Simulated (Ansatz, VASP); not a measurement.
Two plane-wave programs on CdTeO4

Contents of INCAR:

```
SYSTEM = CdTeO4
PREC = Accurate
ENCUT = 520
EDIFF = 1E-6
ISMEAR = 0
SIGMA = 0.1
LREAL = .False.
LASPH = .True.
NELM = 80
ALGO = Normal
ISIF = 2
LWAVE = .False.
LCHARG = .False.
GGA = PE
NBANDS = 30
```

The input KPOINTS:

```
Automatic mesh
0
Gamma
  6 6 4
  0 0 0
```

The input POSCAR:

```
CdTeO4
1.0
    3.6566350200      0.0000000000      0.0000000000
    0.0000000000      3.6566350200      0.0000000000
    0.0000000000      0.0000000000      6.4267676900
Cd Te O
1 1 4
Direct
    0.0000000000      0.0000000000      0.0000000000
    0.5000000000      0.5000000000      0.5000000000
    0.5000000000      0.0000000000      0.0000000000
    0.0000000000      0.5000000000      0.0000000000
    0.0000000000      0.0000000000      0.2737000000
    0.0000000000      0.0000000000      0.7263000000
```

Input for Ansatz:

```yaml
crystal:
  lattice:
    - [3.65663502, 0.0, 0.0]
    - [0.0, 3.65663502, 0.0]
    - [0.0, 0.0, 6.42676769]
  atoms:
    - { symbol: Cd, position: [0.0, 0.0, 0.0] }
    - { symbol: Te, position: [0.5, 0.5, 0.5] }
    - { symbol: O, position: [0.5, 0.0, 0.0] }
    - { symbol: O, position: [0.0, 0.5, 0.0] }
    - { symbol: O, position: [0.0, 0.0, 0.2737] }
    - { symbol: O, position: [0.0, 0.0, 0.7263] }
basis:
  ecutwfc: 420
kpoints:
  mp_grid: { grid: [6, 6, 4] }
hamiltonian:
  xc: pbe
scf:
  occupations: { method: gaussian, width: 0.1 }
  lower_state_search: "off"
output:
  forces: true
  stress: true
  eigenvalues: true
```

Change from the starting cell: species swapped into the AlTlF4 type (P4/mmm, No. 123).

Alike in both runs: task single point; functional PBE; k mesh 6 × 6 × 4; occupations gaussian, width 0.1 eV; no spin polarisation.

|  | VASP | Ansatz |
| --- | --- | --- |
| version | VASP 6.6.1 | Ansatz 0.2.0 |
| potentials or method | VASP PAW PBE potentials, release 64 (Cd, Te, O), cutoff 520 eV | scalar-relativistic, plane waves, PAW |
| valence electrons in the cell | 42 | 60 |

|  | VASP | Ansatz | Ansatz less VASP |
| --- | --- | --- | --- |
| gap on the k mesh at the Fermi level (eV) | none | none | - |
| rms of the force components (eV/Å) | 3.232 | 2.838 | -0.3944 |

Atom by atom the forces differ by 0.394 eV/Å (rms over components). A gap of «none» marks a metal or a gap that the smearing closes. VASP's potentials hold 42 valence electrons a cell and Ansatz's 60, so a difference there can come from the potentials and not from the codes.

Spin-orbit coupling is off throughout.
